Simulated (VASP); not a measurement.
# Ta2Co7Ni7 in VASP: further runs

Runs on Ta2Co7Ni7. Level: PBE. Tasks: single point.

Program: VASP 6.6.1. These are calculated values, not measurements. Logs are shortened: lines on timing, memory, paths and dates and some standing lists are left out, and cuts for length are marked.

### Step 1. The cell of the first run

The cell holds an amorphous packing of atoms, 16 atoms: a = 5.636 Å, b = 5.765 Å, c = 5.973 Å, α = 92.28°, β = 87.51°, γ = 85.05°.

### Step 2. Single point, PBE

Contents of INCAR:

```
SYSTEM = Ta2Co7Ni7
PREC = Accurate
ENCUT = 520
EDIFF = 1E-7
ISMEAR = -1
SIGMA = 0.2421
LREAL = Auto
LASPH = .True.
NELM = 100
ALGO = Normal
ISIF = 2
LWAVE = .False.
LCHARG = .False.
GGA = PE
NBANDS = 92
ISYM = 0
```

Contents of KPOINTS:

```
Automatic mesh
0
Gamma
  1 1 1
  0.25 0.25 0.25
```

Contents of POSCAR:

```
Ta2Co7Ni7
1.0
    5.6289370000      0.2476520000      0.1288210000
    0.2476520000      5.7582790000     -0.1194910000
    0.1288210000     -0.1194910000      5.9706240000
Co Ni Ta
7 7 2
Direct
    0.6935830343      0.1787611606      0.6459136080
    0.4128040511      0.4048333262      0.9766592417
    0.1857027960      0.7169222239      0.1432564391
    0.6484559808      0.6222877141      0.6935308660
    0.8601413149      0.8706805770      0.8397151166
    0.1610705020      0.6397646557      0.7590012125
    0.2952051536      0.4410172333      0.3751949490
    0.3503401013      0.9711278489      0.9178308458
    0.6567911498      0.7880596827      0.1975643663
    0.3499031782      0.8674491416      0.4894042043
    0.8562911041      0.4724224590     -0.0105654023
    0.8084320252      0.4715373041      0.3682466761
    0.4815522379      0.1242154310      0.2551027473
    0.9394316834      0.8274502768      0.4686854058
    0.0941799699      0.2109458814      0.6836673648
    1.0102331601      0.0711507001      0.1748905345
```

Potentials or basis: VASP PAW PBE potentials, release 64 (Co, Ni, Ta_pv).

The run is started by

```sh
> cat potpaw_PBE.64/Co/POTCAR potpaw_PBE.64/Ni/POTCAR potpaw_PBE.64/Ta_pv/POTCAR > POTCAR
> mpirun -np 1 vasp_std > vasp.out
```

OUTCAR:

```text
SYSTEM = Ta2Co7Ni7
   PREC = Accurate
   ENCUT = 520
   EDIFF = 1E-7
   ISMEAR = -1
   LREAL = Auto
   LASPH = .True.
   NELM = 100
   ISIF = 2
   GGA = PE
   ISYM = 0

 ion  position               nearest neighbor table
   1  0.694  0.179  0.646-  15 2.30   5 2.31  12 2.52  14 2.52   4 2.55  13 2.69   2 2.70  11 2.84
                             8 2.84  10 2.91  16 3.27  15 3.36
   2  0.413  0.405  0.977-   3 2.28   6 2.35  13 2.39   7 2.44   4 2.54  11 2.57   8 2.57   1 2.70
                            15 2.83   9 2.99  16 3.31
   3  0.186  0.717  0.143-  16 2.19   7 2.22   8 2.26   2 2.28   6 2.33  14 2.37  10 2.46  11 2.60
                             9 2.75   5 2.75  12 2.96   9 2.98  13 3.06
   4  0.648  0.622  0.694-   5 2.13  12 2.22  11 2.32  14 2.48  10 2.49   2 2.54   1 2.55   6 2.75
                             8 2.77   6 2.94   7 3.03  15 3.30
   5  0.860  0.871  0.840-   6 2.09   4 2.13  14 2.24   1 2.31   9 2.46  16 2.49  11 2.50  15 2.63
                             3 2.75   8 2.90   8 2.92
   6  0.161  0.640  0.759-   5 2.09   3 2.33   2 2.35  10 2.39  14 2.42  11 2.44   8 2.45  15 2.56
                             7 2.58   4 2.75   4 2.94  15 3.33
   7  0.295  0.441  0.375-  13 2.11   3 2.22   2 2.44  10 2.57   6 2.58  15 2.59  12 2.74  14 2.89
                            12 2.91  16 3.02   4 3.03
   8  0.350  0.971  0.918-   3 2.26  13 2.34  16 2.42  15 2.44   6 2.45   2 2.57  10 2.60   9 2.64
                             4 2.77   1 2.84   5 2.90   5 2.92
   9  0.657  0.788  0.198-  13 2.11  12 2.25  11 2.34  14 2.34  10 2.40   5 2.46   8 2.64  16 2.68
                             3 2.75   3 2.98   2 2.99
  10  0.350  0.867  0.489-  13 2.23  14 2.35   6 2.39   9 2.40   3 2.46   4 2.49  15 2.55   7 2.57
                             8 2.60   1 2.91  16 2.95
  11  0.856  0.472  0.989-  12 2.27   4 2.32   9 2.34   6 2.44   5 2.50   2 2.57  15 2.57   3 2.60
                            16 2.70   1 2.84
  12  0.808  0.472  0.368-   4 2.22   9 2.25  11 2.27  14 2.31   1 2.52  16 2.68   7 2.74  15 2.91
                             7 2.91  13 2.91   3 2.96
  13  0.482  0.124  0.255-   9 2.11   7 2.11  10 2.23   8 2.34   2 2.39   1 2.69  16 2.76  12 2.91
                            16 2.98   3 3.06  15 3.29
  14  0.939  0.827  0.469-   5 2.24  12 2.31  16 2.33   9 2.34  10 2.35   3 2.37   6 2.42   4 2.48
                             1 2.52  15 2.74   7 2.89
  15  0.094  0.211  0.684-   1 2.30   8 2.44  10 2.55   6 2.56  11 2.57   7 2.59   5 2.63  14 2.74
                             2 2.83  12 2.91  16 3.10  16 3.18  13 3.29   4 3.30   6 3.33   1 3.36
  16  0.010  0.071  0.175-   3 2.19  14 2.33   8 2.42   5 2.49  12 2.68   9 2.68  11 2.70  13 2.76
                            10 2.95  13 2.98   7 3.02  15 3.10  15 3.18   1 3.27   2 3.31

IMPORTANT INFORMATION: All symmetrisations will be switched off!
NOSYMM: (Re-)initialisation of all symmetry stuff for point group C_1.

----------------------------------------------------------------------------------------

                                     Primitive cell

  volume of cell :     192.9760

  direct lattice vectors                    reciprocal lattice vectors
     5.628937000  0.247652000  0.128821000     0.178085537 -0.007742049 -0.003997281
     0.247652000  5.758279000 -0.119491000    -0.007742049  0.174071727  0.003650765
     0.128821000 -0.119491000  5.970624000    -0.003997281  0.003650765  0.167645989

  length of vectors
     5.635854692  5.764840558  5.973208844     0.178298559  0.174282051  0.167733372

  position of ions in fractional coordinates (direct lattice)
     0.693583034  0.178761161  0.645913608
     0.412804051  0.404833326  0.976659242
     0.185702796  0.716922224  0.143256439
     0.648455981  0.622287714  0.693530866
     0.860141315  0.870680577  0.839715117
     0.161070502  0.639764656  0.759001213
[... 8 lines left out ...]
     0.094179970  0.210945881  0.683667365
     0.010233160  0.071150700  0.174890535

  ion indices of the primitive-cell ions
   primitive index   ion index
                 1           1
                 2           2
                 3           3
                 4           4
                 5           5
                 6           6
[... 8 lines left out ...]
                15          15
                16          16

----------------------------------------------------------------------------------------

 KPOINTS: Automatic mesh

Automatic generation of k-mesh.
 Grid dimensions read from file:
 generate k-points for:    1    1    1

 Generating k-lattice:

  Cartesian coordinates                     Fractional coordinates (reciprocal lattice)
     0.178085537 -0.007742049 -0.003997281     1.000000000  0.000000000  0.000000000
    -0.007742049  0.174071727  0.003650765    -0.000000000  1.000000000  0.000000000
    -0.003997281  0.003650765  0.167645989     0.000000000  0.000000000  1.000000000

  Length of vectors
     0.178298559  0.174282051  0.167733372

  Shift w.r.t. Gamma in fractional coordinates (k-lattice)
     0.250000000  0.250000000  0.250000000

 Subroutine IBZKPT returns following result:
 ===========================================

 Found      1 irreducible k-points:

 Following reciprocal coordinates:
            Coordinates               Weight
  0.250000  0.250000  0.250000      2.000000
   k-points           NKPTS =      1   k-points in BZ     NKDIM =      1   number of bands    NBANDS=     92
   number of dos      NEDOS =    301   number of ions     NIONS =     16
   total plane-waves  NPLWV =  96768
   dimension x,y,z NGX =    42 NGY =   48 NGZ =   48
   dimension x,y,z NGXF=    84 NGYF=   96 NGZF=   96
   ions per type =               7   7   2
   NGX,Y,Z   is equivalent  to a cutoff of  12.39, 13.84, 13.36 a.u.
   NGXF,Y,Z  is equivalent  to a cutoff of  24.78, 27.68, 26.72 a.u.
 SYSTEM =  Ta2Co7Ni7
   PREC   = accura    normal or accurate (medium, high low for compatibility)
   ISTART =      0    job   : 0-new  1-cont  2-samecut
   ICHARG =      2    charge: 1-file 2-atom 10-const
   ISPIN  =      1    spin polarized calculation?
   LNONCOLLINEAR =      F non collinear calculations
   LSORBIT =      F    spin-orbit coupling
   LASPH  =      T    aspherical Exc in radial PAW
   ENCUT  =  520.0 eV  38.22 Ry    6.18 a.u.  10.48 10.72 11.11*2*pi/ulx,y,z
   NELM   =    100;   NELMIN=  2; NELMDL= -5     # of ELM steps
   EDIFF  = 0.1E-06   stopping-criterion for ELM
   LREAL  =      T    real-space projection
   EDIFFG = 0.1E-05   stopping-criterion for IOM
   NSW    =      0    number of steps for IOM
   IBRION =     -1    ionic relax: 0-MD 1-quasi-New 2-CG
   NFREE  =      0    steps in history (QN), initial steepest desc. (CG)
   ISIF   =      2    stress and relaxation
   ISYM   =      0    0-nonsym 1-usesym 2-fastsym
   POTIM  = 0.5000    time-step for ionic-motion
   TEBEG  =    0.0;   TEEND  =   0.0 temperature during run
   PSTRESS=    0.0 pullay stress
   NELECT =     155.0000    total number of electrons
   NUPDOWN=      -1.0000    fix difference up-down
   EMIN   =  10.00;   EMAX   =-10.00  energy-range for DOS
   EFERMI =   0.00;   METHOD = LEGACY
   ISMEAR =    -1;   SIGMA  =   0.24  broadening in eV -4-tet -1-fermi 0-gaus
   EFERMI_NEDOS =   21; number of points for ismear=-14 and -15
   IALGO  =     38    algorithm
   IMIX   =      4    mixing-type and parameters
     AMIX     =   0.40;   BMIX     =  1.00
     AMIX_MAG =   1.60;   BMIX_MAG =  1.00
  volume/ion in A,a.u.               =      12.06        81.39
  Fermi-wavevector in a.u.,A,eV,Ry     =   1.521777  2.875741 31.508432  2.315804
  Thomas-Fermi vector in A             =   2.630446
   LORBIT       =      0    0 simple, 1 ext, 2 COOP (PROOUT), +10 PAW based schemes
   GGA     = PE    functional components
   LHFCALC =     F    Hartree Fock is set to
   AEXX    =    0.0000 exact exchange contribution
   IVDW    =     0    specifies the selected vdW correction
   LEPSILON=     F    determine dielectric tensor
   LRPA    =     F    only Hartree local field effects (RPA)
 non-spin polarized calculation
  energy-cutoff  :      520.00
  volume of cell :      192.98
 maximum number of plane-waves:      5192
 NGX is ok and might be reduce to    42
   NGX = 21   NGY = 21   NGZ = 23

 number of electron     154.9999985 magnetization

 Free energy of the ion-electron system (eV)
  ---------------------------------------------------
  ext. energy  EPLUGINS =         0.00000000
  ---------------------------------------------------
  free energy    TOTEN  =      -107.19280805 eV

  energy without entropy =     -102.30287838  energy(sigma->0) =     -104.74784321

 E-fermi :   8.8046     XC(G=0): -12.9647

 val. band max:        8.7481158291   @ k =   0.2500   0.2500   0.2500
 cond. band min:       8.8185782381   @ k =   0.2500   0.2500   0.2500
 fundamental gap:      0.0704624090
 Fermi energy:         8.8045705638

 k-point     1 :       0.2500    0.2500    0.2500
  band No.  band energies     occupation
      1     -25.9444      2.00000
      2     -25.9210      2.00000
      3     -25.8630      2.00000
      4     -25.8128      2.00000
      5     -25.7650      2.00000
      6     -25.6807      2.00000
[... 81 lines left out ...]
     88      10.0930      0.00972
     89      10.4272      0.00245
 [bands above 89 left out]

------------------------ aborting loop because EDIFF is reached ----------------------------------------

  FORCE on cell =-STRESS in cart. coord.  units (eV):
  Direction    XX          YY          ZZ          XY          YZ          ZX
  --------------------------------------------------------------------------------------
  -------------------------------------------------------------------------------------
  Total        2.6535603     21.4731282     17.0439925     -9.0254721     -1.0753491     -3.8590225
  in kB       22.0310988    178.2799577    141.5072006    -74.9336920     -8.9280510    -32.0394108
  external PRESSURE =     113.9394190 kB  Pullay stress =       0.0000000 kB

 VOLUME and BASIS-vectors are now :
 -----------------------------------------------------------------------------
  energy-cutoff  :      520.00
  volume of cell :      192.98
      direct lattice vectors                 reciprocal lattice vectors
     5.628937000  0.247652000  0.128821000     0.178085537 -0.007742049 -0.003997281
     0.247652000  5.758279000 -0.119491000    -0.007742049  0.174071727  0.003650765
     0.128821000 -0.119491000  5.970624000    -0.003997281  0.003650765  0.167645989

 POSITION                                       TOTAL-FORCE (eV/Angst)
 -----------------------------------------------------------------------------------
      4.03161      1.12394      3.92450        -2.078351      0.414386     -0.168083
      2.54972      2.31667      5.83607         0.691235     -0.912784     -0.630991
      1.24131      4.15711      0.79359        -0.407889     -2.365403     -0.072578
      3.89357      3.66103      4.14999        -2.738985     -0.899365     -0.193445
      5.16548      5.12630      5.02039        -0.742610      1.775230      2.294178
      1.16287      3.63314      4.47601         1.604780     -1.083452     -1.013029
[... 8 lines left out ...]
      0.67045      1.15632      4.06885         1.395084      0.927395     -0.570513
      0.09775      0.39134      1.03702        -1.332858      4.491882      0.311176
 -----------------------------------------------------------------------------------
    total drift:                                0.000584      0.000840      0.000296

  FREE ENERGIE OF THE ION-ELECTRON SYSTEM (eV)
  ---------------------------------------------------
  free  energy   TOTEN  =      -107.1928080512 eV

  energy  without entropy=     -102.3028783774  energy(sigma->0) =     -104.74784321
```

It took 84 s on 1 thread of AMD EPYC 9R45 (Zen 5), shared host; peak memory 0.28 GiB.

What came out:

```yaml
Free_energy: -107.1928 eV
Pressure: 11.4 GPa
Largest_force: 4.696 eV/Å
```

Forces in eV/Å, atoms in the order of the input:
```
Co  -2.078  0.414 -0.168
Co   0.691 -0.913 -0.631
Co  -0.408 -2.365 -0.073
Co  -2.739 -0.899 -0.193
Co  -0.743  1.775  2.294
Co   1.605 -1.083 -1.013
Co  -0.518  1.326  1.660
Ni   2.249  0.058 -1.586
Ni  -0.042 -1.304 -1.350
Ni   0.660 -0.614  0.664
Ni   0.423 -0.917 -0.566
Ni   0.337 -2.306  0.453
Ni   0.958  1.580  0.111
Ni  -0.457 -0.172  0.656
Ta   1.395  0.927 -0.571
Ta  -1.333  4.492  0.311
```

Stress tensor (GPa, compression positive):
```
 2.20 -7.49 -3.20
-7.49 17.83 -0.89
-3.20 -0.89 14.15
```

Caveat: the k points lie up to 1.12 Å⁻¹ apart; spin-orbit coupling is left out, which moves the levels of the heavy elements.

### Step 3. Single point, PBE

Contents of INCAR:

```
SYSTEM = Ta2Co7Ni7
  PREC = Accurate
  ENCUT = 520
  EDIFF = 1E-7
  ISMEAR = -1
  SIGMA = 0.2421
  LREAL = Auto
  LASPH = .TRUE.
  NELM = 100
  ALGO = Normal
  ISIF = 2
  LWAVE = .FALSE.
  LCHARG = .FALSE.
  GGA = PE
  ISYM = 0
  NBANDS = 92
```

KPOINTS is that of step 2.

Contents of POSCAR:

```
Ta2Co7Ni7
1.0
    5.6289370000      0.2476520000      0.1288210000
    0.2476520000      5.7582790000     -0.1194910000
    0.1288210000     -0.1194910000      5.9706240000
Co Ni Ta
7 7 2
Direct
    0.5663451595      0.2279242521      0.5431869009
    0.4029077617      0.4496409369      0.9706578516
    0.1411773277      0.7231310379      0.1387729400
    0.5950911915      0.6793001939      0.6123855760
    0.8424255943      0.9093958048      0.8705856384
    0.1447492981      0.6679961871      0.7533610864
    0.3351344489      0.4340634451      0.3575008777
    0.4216135954      0.9837777739      0.8551719058
    0.5722577635      0.7536468129      0.1606179177
    0.3162428316      0.8893148086      0.4753994554
    0.8245788158      0.5142869700     -0.0269940635
    0.9037575316      0.5991858151      0.3821832296
    0.6318818440      0.1730472230      0.1603885850
    0.8773469148      0.9411365297      0.4584900403
    0.0267201838      0.2591140314      0.6925474915
    1.1063686934      0.1387663788      0.1750922202
```

Potentials or basis: VASP PAW PBE potentials, release 64 (Co, Ni, Ta_pv).

The run is started by

```sh
> cat potpaw_PBE.64/Co/POTCAR potpaw_PBE.64/Ni/POTCAR potpaw_PBE.64/Ta_pv/POTCAR > POTCAR
> mpirun -np 1 vasp_std > vasp.out
```

Wall time 87 s (1 thread of AMD EPYC 9R45 (Zen 5), shared host); peak memory 0.28 GiB.

The run converged. Its results:

```yaml
Free_energy: -107.9278 eV
Pressure: 7.6 GPa
Largest_force: 6.382 eV/Å
```

Forces on the atoms (eV/Å):
```
Co   0.683 -0.338  2.674
Co  -0.168 -1.154 -1.542
Co   0.488  0.785 -1.453
Co   0.486 -1.895  1.751
Co  -0.205  0.948  0.302
Co   0.775 -0.251 -1.756
Co  -0.906  1.821  0.352
Ni  -0.675  0.836  0.309
Ni  -0.999  1.606  1.531
Ni  -1.528  1.379 -0.629
Ni   0.621 -1.775 -0.222
Ni  -0.032 -6.381 -0.083
Ni   0.849 -0.247 -0.363
Ni  -0.655  3.474  0.665
Ta   1.121 -0.473 -0.632
Ta   0.144  1.664 -0.906
```

Stress tensor (GPa, compression positive):
```
 4.36 -5.78 -3.38
-5.78 10.93  2.97
-3.38  2.97  7.39
```

Levels at points of the mesh, in eV from the Fermi level:
```csv
k point,band 75,band 76,band 77,band 78,band 79,band 80,band 81,band 82
"(0.25, 0.25, 0.25)",-0.27,-0.21,-0.15,-0.07,0.01,0.06,0.16,0.21
```

Caveat: the k points lie up to 1.12 Å⁻¹ apart; spin-orbit coupling is left out, which moves the levels of the heavy elements. Spin polarisation is off, so any magnetic state and its effect on volume and gap are missing.

### Step 4. Single point, PBE

Contents of INCAR:

```
PREC = Accurate
ENCUT = 520
EDIFF = 1E-7
ISMEAR = -1
SIGMA = 0.2421
LREAL = Auto
LASPH = T
NELM = 60
ALGO = Normal
ISIF = 2
LWAVE = F
LCHARG = F
GGA = PE
ISYM = 0
NBANDS = 92
```

KPOINTS is that of step 3.

Contents of POSCAR:

```
Ta2Co7Ni7
1.0
    5.6289370000      0.2476520000      0.1288210000
    0.2476520000      5.7582790000     -0.1194910000
    0.1288210000     -0.1194910000      5.9706240000
Co Ni Ta
7 7 2
Direct
    0.6232182029      0.2881294276      0.5759167352
    0.4853699856      0.4029573959      0.9694283102
    0.1535847205      0.7093917890      0.1123884199
    0.5633320207      0.6630664037      0.6151312616
    0.8758898196      1.0450676528      0.8871712867
    0.1311340463      0.7081313351      0.7230620288
    0.3195779895      0.5051406275      0.3673899751
    0.4927746406      0.9123081858      0.8730924767
    0.6211008464      0.7830465533      0.2451263358
    0.2835850150      0.9476714065      0.4295114713
    0.8606976887      0.4776039084     -0.0316922600
    0.8616987512      0.4794814363      0.4068783801
    0.6922128847      0.1781822708      0.1663400043
    0.8798367426      0.9569746373      0.4821474954
    0.1141635199      0.2766727803      0.6808452933
    1.1564979339      0.2194862924      0.1636050798
```

The run is started by

```sh
> cat potpaw_PBE.64/Co/POTCAR potpaw_PBE.64/Ni/POTCAR potpaw_PBE.64/Ta_pv/POTCAR > POTCAR
> mpirun -np 1 vasp_std > vasp.out
```

Run time: 90 s. Hardware: 1 thread of AMD EPYC 9R45 (Zen 5), shared host; peak memory 0.28 GiB.

It converged, with:

```
Free energy   : -107.1525 eV
Pressure      : 11.8 GPa
Largest force : 4.859 eV/Å
```

Forces in eV/Å, atoms in the order of the input:
```
Co  -2.332 -3.308  2.541
Co  -3.277  1.582 -2.185
Co  -0.697  1.206 -0.758
Co  -0.063  0.375  0.278
Co   1.524 -2.576 -2.486
Co   0.022  0.286 -0.245
Co   0.787  0.524  1.302
Ni  -1.233  1.962  1.577
Ni  -0.010 -0.450 -1.725
Ni   1.597 -0.618  0.913
Ni   0.039  1.919 -0.197
Ni   2.871  2.156 -2.243
Ni  -1.457 -0.382  4.620
Ni  -0.461 -0.831 -0.066
Ta   2.550  0.342 -0.508
Ta   0.139 -2.185 -0.820
```

Stress tensor (GPa, compression positive):
```
10.88 -2.57 -4.18
-2.57  8.84  2.07
-4.18  2.07 15.69
```

Levels at points of the mesh, in eV from the Fermi level:
```tsv
k point	band 76	band 77	band 78	band 79	band 80	band 81
(0.25, 0.25, 0.25)	-0.21	-0.15	-0.08	0.03	0.06	0.12
```

Caveat: the k points lie up to 1.12 Å⁻¹ apart; spin-orbit coupling is left out, which moves the levels of the heavy elements.

[end of part 1 of 2]
